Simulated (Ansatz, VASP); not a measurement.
**Li2S in VASP and in Ansatz**

The input INCAR:

```
SYSTEM = Li2S
ALGO = Normal
EDIFF = 1E-6
ENCUT = 750
GGA_COMPAT = .False.
ISIF = 2
ISMEAR = 0
LASPH = .True.
LCHARG = .False.
LREAL = .False.
LWAVE = .False.
NBANDS = 13
NELM = 120
PREC = Accurate
SIGMA = 0.01
```

File KPOINTS:

```
k-points
0
Gamma
  8 8 8
  0 0 0
```

The input POSCAR:

```
Li2S
1.0
    0.0000000000      2.8452944194      2.8452944194
    2.8452944194      0.0000000000      2.8452944194
    2.8452944194      2.8452944194      0.0000000000
Li S
2 1
Direct
    0.2500000000      0.2500000000      0.2500000000
    0.7500000000      0.7500000000      0.7500000000
    0.0000000000      0.0000000000      0.0000000000
```

Input for Ansatz:

```yaml
crystal:
  lattice:
    - [0.0, 2.8452944194, 2.8452944194]
    - [2.8452944194, 0.0, 2.8452944194]
    - [2.8452944194, 2.8452944194, 0.0]
  atoms:
    - { symbol: Li, position: [0.25, 0.25, 0.25] }
    - { symbol: Li, position: [0.75, 0.75, 0.75] }
    - { symbol: S, position: [0.0, 0.0, 0.0] }
kpoints:
  mp_grid: { grid: [8, 8, 8] }
  band_path:
    path:
      - [0.0, 0.0, 0.0]
      - [0.5, 0.0, 0.5]
      - [0.625, 0.25, 0.625]
      - [0.375, 0.375, 0.75]
      - [0.5, 0.5, 0.5]
      - [0.5, 0.25, 0.75]
      - [0.0, 0.5, 0.5]
    npoints: 1
hamiltonian:
  xc: lda
scf:
  occupations: { method: fixed }
  n_extra_bands: 4
output:
  forces: true
  stress: true
  eigenvalues: true
  write_density: true
  write_potential: true
  elf: true
  volumetric_format: npy
```

Alike in both runs: task single point; functional LDA; k mesh 8 × 8 × 8; no spin polarisation.

```csv
,VASP,Ansatz
version,VASP 6.6.1,Ansatz 0.2.0
potentials or method,"VASP PAW LDA potentials, release 64 (Li_sv, S)","plane waves, PAW"
plane-wave cutoff (eV),750,420
occupations,"gaussian, width 0.01 eV",fixed
valence electrons in the cell,12,12
```

```tsv
	VASP	Ansatz	Ansatz less VASP
gap on the k mesh at the Fermi level (eV)	3.17	3.17	-0.001
pressure (GPa)	-2.8	-2.7	+0.08
```

LDA's correlation is that of Perdew and Zunger in VASP and of Perdew and Wang (1992) in Ansatz.
